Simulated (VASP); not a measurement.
Write the native input for VASP 6.6.1 that does the following.

```yaml
Task: single point
Functional: PBE
Potentials_or_basis: VASP PAW PBE potentials, release 64 (Mg, Cd, C, N)
Cutoff: 520 eV
k_mesh: 4 × 4 × 4
Occupations: gaussian, width 0.1 eV
Spin: no spin polarisation
Dipole_correction: no
Further_INCAR_settings: ALGO = Normal; EDIFF = 1e-06; NBANDS = 36
```

The structure of MgCdC4N4 lies in POSCAR:

```
MgCdC4N4
1.0
    6.0575590200      0.0000000000      0.0000000000
    0.0000000000      6.0575590200      0.0000000000
    0.0000000000      0.0000000000      6.0575590200
Mg Cd C N
1 1 4 4
Direct
    0.5000000000      0.5000000000      0.5000000000
    0.0000000000      0.0000000000      0.0000000000
    0.1907167400      0.1907167400      0.1907167400
    0.1907167400      0.8092832600      0.8092832600
    0.8092832600      0.1907167400      0.8092832600
    0.8092832600      0.8092832600      0.1907167400
    0.3022302700      0.3022302700      0.3022302700
    0.3022302700      0.6977697300      0.6977697300
    0.6977697300      0.3022302700      0.6977697300
    0.6977697300      0.6977697300      0.3022302700
```

One way to write it, as run:

INCAR

```
SYSTEM = MgCdC4N4
PREC = Accurate
ENCUT = 520
EDIFF = 1E-6
ISMEAR = 0
SIGMA = 0.1
LREAL = .False.
LASPH = .True.
NELM = 100
ALGO = Normal
ISIF = 2
LWAVE = .False.
LCHARG = .False.
GGA = PE
NBANDS = 36
```

KPOINTS

```
Automatic mesh
0
Gamma
  4 4 4
  0 0 0
```

Potentials or basis: VASP PAW PBE potentials, release 64 (Mg, Cd, C, N).

The run is started by

```bash
$ cat potpaw_PBE.64/Mg/POTCAR potpaw_PBE.64/Cd/POTCAR potpaw_PBE.64/C/POTCAR potpaw_PBE.64/N/POTCAR > POTCAR
$ mpirun -np 1 vasp_std > vasp.out
```

It gave:

```json
{"Pressure": "4.9 GPa", "Largest force": "3.168 eV/Å", "Band gap on the k mesh": "5.82 eV (least direct gap 5.99 eV)"}
```

Caveat: the cell stands under pressure; forces of over 1 eV/Å act on the atoms, so gaps and moduli don't describe the material at rest.

It took 2.6 min on 1 thread of Intel(R) Xeon(R) Platinum 8175M CPU @ 2.50GHz (Skylake/Cascade Lake), on a shared host, peak memory 0.36 GiB.
